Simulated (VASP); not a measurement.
# NiO: single point with PBE exchange alone

Crystal: NiO.

```
Ni O
1.0
     0.00000    2.04332    2.04332
     2.04332    0.00000    2.04332
     2.04332    2.04332    0.00000
Ni O
1 1
Direct
  0.00000 0.00000 0.00000
  0.50000 0.50000 0.50000
```

| Property | Result |
| --- | --- |
| Program | VASP 6.6.1 |
| Task | single point |
| Functional | PBE exchange alone |
| Potentials or basis | VASP PAW PBE potentials, release 64 (Ni, O) |
| Cutoff | 520 eV |
| k mesh | 11 × 11 × 11 |
| Occupations | fermi-dirac, width 0.05 eV |
| Spin | collinear spin, ferromagnetic start |
| Starting moments | [1.0, 0.0] μB |
| Dipole correction | no |
| Further INCAR settings | ALGO = Normal; EDIFF = 1e-06; NBANDS = 19 |

- Pressure: 50.0 GPa
- Net moment: 1.76 μB per cell
- Site moments: Ni +1.45; O +0.27 μB
- Valence electrons inside the program's atomic spheres: Ni 9.11; O 5.05

Levels at points of the mesh, in eV from the Fermi level:
Spin up:
```
           k point  band 6  band 7  band 8  band 9  band 10  band 11  band 12  band 13
(0.00, 0.00, 0.00)   -3.36   -3.01   -3.01   -3.01     2.08    18.69    19.62    19.62
```
Spin down:
| k point | band 4 | band 5 | band 6 | band 7 | band 8 | band 9 | band 10 | band 11 |
| --- | --- | --- | --- | --- | --- | --- | --- | --- |
| (0.00, 0.00, 0.00) | -2.75 | -2.10 | -2.10 | -2.10 | -0.62 | -0.62 | 2.49 | 18.60 |

It took 52 s on 1 thread of Intel Xeon 8259CL, on a shared host, peak memory 0.17 GiB.

Caveat: the cell stands under pressure; a cell with one magnetic atom can't hold antiferromagnetic order, which such compounds often take; semilocal functionals often make such compounds metallic where correlation or magnetic order opens a gap, which also shifts bond lengths.
